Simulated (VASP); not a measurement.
# Ti (Cmcm) in VASP: single point with PBE

Aim: the single point of Ti with PBE.

All numbers are computed with VASP 6.6.1; they aren't measurements. Logs are shortened: lines on timing, memory, paths and dates and some standing lists are left out, and cuts for length are marked.

## (1) The cell of the first run

Symmetry: Cmcm, No. 63, orthorhombic system. The conventional cell has a = 3.130 Å, b = 5.018 Å, c = 4.520 Å, α = 90.00°, β = 90.00°, γ = 90.00°. Within 3.7 Å of Ti (site symmetry m2m) lie 12 Ti at 2.84 to 3.13 Å.

## (2) Single point, PBE

INCAR reads:

```
ALGO = Fast ; EDIFF = 1E-6
ENCUT = 520 ; GGA = PE
ISIF = 2 ; ISMEAR = 0
LASPH = True ; LCHARG = False
LREAL = False ; LWAVE = False
NBANDS = 32 ; NELM = 80
PREC = Accurate ; SIGMA = 0.1
```

KPOINTS reads:

```
k-points
0
Gamma
  11 7 8
```

POSCAR reads:

```
Ti
1.0
    3.1302395627      0.0000000000      0.0000000000
    0.0000000000      5.0179796555      0.0000000000
    0.0000000000      0.0000000000      4.5203219506
Ti
4
Direct
    0.5000000000      0.1803384408      0.2500000000
    0.0000000000      0.6803384408      0.2500000000
    0.0000000000      0.3196615592      0.7500000000
    0.5000000000      0.8196615592      0.7500000000
```

Potentials or basis: VASP PAW PBE potentials, release 64 (Ti_sv).

The run is started by

```sh
> cat potpaw_PBE.64/Ti_sv/POTCAR > POTCAR
> mpirun -np 1 vasp_std > vasp.out
```

OUTCAR:

```text
EDIFF = 1E-6
   ENCUT = 520
   GGA = PE
   ISIF = 2
   ISMEAR = 0
   LASPH = True
   LREAL = False
   NELM = 80
   PREC = Accurate

 ion  position               nearest neighbor table
   1  0.500  0.180  0.250-   3 2.84   3 2.84   3 2.84   3 2.84   4 2.90   4 2.90
   2  0.000  0.680  0.250-   4 2.84   4 2.84   4 2.84   4 2.84   3 2.90   3 2.90
   3  0.000  0.320  0.750-   1 2.84   1 2.84   1 2.84   1 2.84   2 2.90   2 2.90
   4  0.500  0.820  0.750-   2 2.84   2 2.84   2 2.84   2 2.84   1 2.90   1 2.90

  LATTYP: Found a simple orthorhombic cell.
 ALAT       =     3.1302395627
 B/A-ratio  =     1.4440817899
 C/A-ratio  =     1.6030656935

  Lattice vectors:

 A1 = (  -3.1302395627,   0.0000000000,   0.0000000000)
 A2 = (   0.0000000000,   0.0000000000,   4.5203219506)
 A3 = (   0.0000000000,   5.0179796555,   0.0000000000)

Analysis of symmetry for initial positions (statically):
=====================================================================
 Subroutine PRICEL returns following result:

  LATTYP: Found a base centered orthorhombic cell.
 ALAT       =     3.1302395627
 B/A-ratio  =     1.6030656935
 C/A-ratio  =     1.4440817899

  Lattice vectors:

 A1 = (   1.5651197814,  -2.5089898277,   0.0000000000)
 A2 = (   1.5651197814,   2.5089898277,   0.0000000000)
 A3 = (   0.0000000000,   0.0000000000,   4.5203219506)

   2 primitive cells build up your supercell.

 Routine SETGRP: Setting up the symmetry group for a
 simple orthorhombic supercell.

 Subroutine GETGRP returns: Found  8 space group operations
 (whereof  4 operations were pure point group operations)
 out of a pool of  8 trial point group operations.

The static configuration has the point symmetry C_2h.
 The point group associated with its full space group is D_2h.

Analysis of symmetry for dynamics (positions and initial velocities):
=====================================================================
 Subroutine PRICEL returns following result:

  LATTYP: Found a base centered orthorhombic cell.
 ALAT       =     3.1302395627
 B/A-ratio  =     1.6030656935
 C/A-ratio  =     1.4440817899

  Lattice vectors:

 A1 = (   1.5651197814,  -2.5089898277,   0.0000000000)
 A2 = (   1.5651197814,   2.5089898277,   0.0000000000)
 A3 = (   0.0000000000,   0.0000000000,   4.5203219506)

   2 primitive cells build up your supercell.

 Routine SETGRP: Setting up the symmetry group for a
 simple orthorhombic supercell.

 Subroutine GETGRP returns: Found  8 space group operations
 (whereof  4 operations were pure point group operations)
 out of a pool of  8 trial point group operations.

The dynamic configuration has the point symmetry C_2h.
 The point group associated with its full space group is D_2h.

 Subroutine INISYM returns: Found  8 space group operations
 (whereof  4 operations are pure point group operations),
 and found     2 'primitive' translations

----------------------------------------------------------------------------------------

                                     Primitive cell

  volume of cell :      35.5014

  direct lattice vectors                    reciprocal lattice vectors
     1.565119781 -2.508989828  0.000000000     0.319464367 -0.199283391  0.000000000
     1.565119781  2.508989828  0.000000000     0.319464367  0.199283391  0.000000000
     0.000000000  0.000000000  4.520321951     0.000000000  0.000000000  0.221223181

  length of vectors
     2.957132037  2.957132037  4.520321951     0.376525366  0.376525366  0.221223181

  position of ions in fractional coordinates (direct lattice)
     0.319661559  0.680338441  0.250000000
     0.680338441  0.319661559  0.750000000

  ion indices of the primitive-cell ions
   primitive index   ion index
                 1           1
                 2           4

----------------------------------------------------------------------------------------

 KPOINTS: k-points

Automatic generation of k-mesh.
 Grid dimensions read from file:
 generate k-points for:   11    7    8

 Generating k-lattice:

  Cartesian coordinates                     Fractional coordinates (reciprocal lattice)
     0.029042215  0.000000000  0.000000000     0.090909091  0.000000000  0.000000000
     0.000000000  0.028469056  0.000000000     0.000000000  0.142857143  0.000000000
     0.000000000  0.000000000  0.027652898     0.000000000  0.000000000  0.125000000

  Length of vectors
     0.029042215  0.028469056  0.027652898

  Shift w.r.t. Gamma in fractional coordinates (k-lattice)
     0.000000000  0.000000000  0.000000000

 Subroutine IBZKPT returns following result:
 ===========================================

 Found    120 irreducible k-points:

 Following reciprocal coordinates:
            Coordinates               Weight
  0.000000  0.000000  0.000000      1.000000
  0.090909  0.000000  0.000000      2.000000
  0.181818  0.000000  0.000000      2.000000
  0.272727  0.000000  0.000000      2.000000
  0.363636  0.000000  0.000000      2.000000
  0.454545  0.000000  0.000000      2.000000
[... 16 lines left out ...]
  0.363636  0.428571  0.000000      4.000000
  0.454545  0.428571  0.000000      4.000000
 [... further k-points ...]
   k-points           NKPTS =    120   k-points in BZ     NKDIM =    120   number of bands    NBANDS=     32
   number of dos      NEDOS =    301   number of ions     NIONS =      4
   total plane-waves  NPLWV =  34560
   dimension x,y,z NGX =    24 NGY =   40 NGZ =   36
   dimension x,y,z NGXF=    48 NGYF=   80 NGZF=   72
   ions per type =               4
   NGX,Y,Z   is equivalent  to a cutoff of  12.75, 13.25, 13.24 a.u.
   NGXF,Y,Z  is equivalent  to a cutoff of  25.49, 26.50, 26.48 a.u.
 SYSTEM =  unknown system
   PREC   = accura    normal or accurate (medium, high low for compatibility)
   ISTART =      0    job   : 0-new  1-cont  2-samecut
   ICHARG =      2    charge: 1-file 2-atom 10-const
   ISPIN  =      1    spin polarized calculation?
   LNONCOLLINEAR =      F non collinear calculations
   LSORBIT =      F    spin-orbit coupling
   LASPH  =      T    aspherical Exc in radial PAW
   ENCUT  =  520.0 eV  38.22 Ry    6.18 a.u.   5.82  9.33  8.40*2*pi/ulx,y,z
   NELM   =     80;   NELMIN=  2; NELMDL= -5     # of ELM steps
   EDIFF  = 0.1E-05   stopping-criterion for ELM
   LREAL  =      F    real-space projection
   EDIFFG = 0.1E-04   stopping-criterion for IOM
   NSW    =      0    number of steps for IOM
   IBRION =     -1    ionic relax: 0-MD 1-quasi-New 2-CG
   NFREE  =      0    steps in history (QN), initial steepest desc. (CG)
   ISIF   =      2    stress and relaxation
   ISYM   =      2    0-nonsym 1-usesym 2-fastsym
   POTIM  = 0.5000    time-step for ionic-motion
   TEBEG  =    0.0;   TEEND  =   0.0 temperature during run
   PSTRESS=    0.0 pullay stress
   NELECT =      48.0000    total number of electrons
   NUPDOWN=      -1.0000    fix difference up-down
   EMIN   =  10.00;   EMAX   =-10.00  energy-range for DOS
   EFERMI =   0.00;   METHOD = LEGACY
   ISMEAR =     0;   SIGMA  =   0.10  broadening in eV -4-tet -1-fermi 0-gaus
   EFERMI_NEDOS =   21; number of points for ismear=-14 and -15
   IALGO  =     68    algorithm
   IMIX   =      4    mixing-type and parameters
     AMIX     =   0.40;   BMIX     =  1.00
     AMIX_MAG =   1.60;   BMIX_MAG =  1.00
  volume/ion in A,a.u.               =      17.75       119.79
  Fermi-wavevector in a.u.,A,eV,Ry     =   1.436801  2.715160 28.087829  2.064397
  Thomas-Fermi vector in A             =   2.555949
   LORBIT       =      0    0 simple, 1 ext, 2 COOP (PROOUT), +10 PAW based schemes
   GGA     = PE    functional components
   LHFCALC =     F    Hartree Fock is set to
   AEXX    =    0.0000 exact exchange contribution
   IVDW    =     0    specifies the selected vdW correction
   LEPSILON=     F    determine dielectric tensor
   LRPA    =     F    only Hartree local field effects (RPA)
 non-spin polarized calculation
 RMM-DIIS sequential band-by-band and
 Gauss-broadening in eV      SIGMA  =   0.10
  energy-cutoff  :      520.00
  volume of cell :       71.00
 maximum number of plane-waves:      1942
 NGX is ok and might be reduce to    24
   NGX = 11   NGY = 19   NGZ = 17

 number of electron      47.9999993 magnetization

 Free energy of the ion-electron system (eV)
  ---------------------------------------------------
  ext. energy  EPLUGINS =         0.00000000
  ---------------------------------------------------
  free energy    TOTEN  =       -31.27437184 eV

  energy without entropy =      -31.24863814  energy(sigma->0) =      -31.26150499

 E-fermi :   8.0372     XC(G=0): -11.3927

 val. band max:        8.0344801445   @ k =   0.1818   0.1429   0.2500
 cond. band min:       8.0384003771   @ k =   0.0909   0.1429   0.5000
 fundamental gap:      0.0039202326
 Fermi energy:         8.0372466345

 k-point     1 :       0.0000    0.0000    0.0000
  band No.  band energies     occupation
      1     -48.7994      2.00000
      2     -48.6912      2.00000
      3     -48.6499      2.00000
      4     -48.6278      2.00000
      5     -25.3895      2.00000
      6     -25.2060      2.00000
[... 24 lines left out ...]
     31       9.8027      0.00000
     32       9.8854      0.00000

 k-point     2 :       0.0909    0.0000    0.0000
  band No.  band energies     occupation
      1     -48.7947      2.00000
      2     -48.6891      2.00000
      3     -48.6495      2.00000
      4     -48.6299      2.00000
      5     -25.3767      2.00000
      6     -25.1973      2.00000
[... 24 lines left out ...]
     31       9.6862      0.00000
     32       9.8847      0.00000

 k-point     3 :       0.1818    0.0000    0.0000
  band No.  band energies     occupation
      1     -48.7811      2.00000
      2     -48.6833      2.00000
      3     -48.6485      2.00000
      4     -48.6366      2.00000
      5     -25.3396      2.00000
      6     -25.1735      2.00000
[... 24 lines left out ...]
     31       9.6884      0.00000
     32       9.8579      0.00000

 k-point     4 :       0.2727    0.0000    0.0000
  band No.  band energies     occupation
      1     -48.7605      2.00000
      2     -48.6749      2.00000
      3     -48.6480      2.00000
      4     -48.6478      2.00000
      5     -25.2819      2.00000
      6     -25.1425      2.00000
[... 654 lines left out ...]
     31      10.5483      0.00000
     32      10.6270      0.00000

 k-point    23 :       0.3636    0.4286    0.0000
  band No.  band energies     occupation
      1     -48.7153      2.00000
      2     -48.7023      2.00000
      3     -48.6490      2.00000
      4     -48.6480      2.00000
      5     -25.1511      2.00000
      6     -25.1371      2.00000
[... 24 lines left out ...]
     31      10.7971      0.00000
     32      10.9611      0.00000

 k-point    24 :       0.4545    0.4286    0.0000
  band No.  band energies     occupation
      1     -48.7008      2.00000
      2     -48.6954      2.00000
      3     -48.6548      2.00000
      4     -48.6536      2.00000
      5     -25.1577      2.00000
      6     -25.1505      2.00000
[... 24 lines left out ...]
     31      10.9878      0.00000
     32      11.0648      0.00000

 [... further k-points ...]
[... 5 lines left out ...]
  --------------------------------------------------------------------------------------
  -------------------------------------------------------------------------------------
  Total       -2.2516379     -1.1267380     -0.2954535      0.0000000      0.0000000      0.0000000
  in kB      -50.8081394    -25.4248085     -6.6669000      0.0000000      0.0000000      0.0000000
  external PRESSURE =     -27.6332826 kB  Pullay stress =       0.0000000 kB

 VOLUME and BASIS-vectors are now :
 -----------------------------------------------------------------------------
  energy-cutoff  :      520.00
  volume of cell :       71.00
      direct lattice vectors                 reciprocal lattice vectors
     3.130239563  0.000000000  0.000000000     0.319464367  0.000000000  0.000000000
     0.000000000  5.017979655  0.000000000     0.000000000  0.199283391  0.000000000
     0.000000000  0.000000000  4.520321951     0.000000000  0.000000000  0.221223181

 POSITION                                       TOTAL-FORCE (eV/Angst)
 -----------------------------------------------------------------------------------
      1.56512      0.90493      1.13008        -0.000000     -0.002749     -0.000000
      0.00000      3.41392      1.13008        -0.000000     -0.002749      0.000000
      0.00000      1.60406      3.39024         0.000000      0.002749     -0.000000
      1.56512      4.11305      3.39024         0.000000      0.002749      0.000000
 -----------------------------------------------------------------------------------
    total drift:                                0.000000      0.000000     -0.000000

  FREE ENERGIE OF THE ION-ELECTRON SYSTEM (eV)
  ---------------------------------------------------
  free  energy   TOTEN  =       -31.2743718415 eV

  energy  without entropy=      -31.2486381438  energy(sigma->0) =      -31.26150499
```

Wall time 5.3 min (1 thread of Intel Xeon 6975P-C (Granite Rapids), shared host); peak memory 0.31 GiB.

What came out:

| Property | Result |
| --- | --- |
| Free energy | -31.2744 eV |
| Pressure | -2.8 GPa |
| Band gap on the k mesh | zero (bands 24 and 25 overlap by 0.77 eV) |

Forces in eV/Å, atoms in the order of the input:
```
Ti   0.000 -0.003  0.000
Ti   0.000 -0.003  0.000
Ti   0.000  0.003  0.000
Ti   0.000  0.003  0.000
```

Levels at points of the mesh, in eV from the Fermi level:
| k point | band 20 | band 21 | band 22 | band 23 | band 24 | band 25 | band 26 | band 27 | band 28 | band 29 |
| --- | --- | --- | --- | --- | --- | --- | --- | --- | --- | --- |
| (0.00, 0.00, 0.00) | -2.11 | -1.84 | -0.37 | -0.12 | 0.24 | 1.08 | 1.09 | 1.13 | 1.30 | 1.32 |
| (0.00, 0.00, 0.50) | -2.26 | -0.68 | -0.68 | 0.29 | 0.29 | 0.37 | 0.37 | 0.94 | 0.94 | 1.33 |
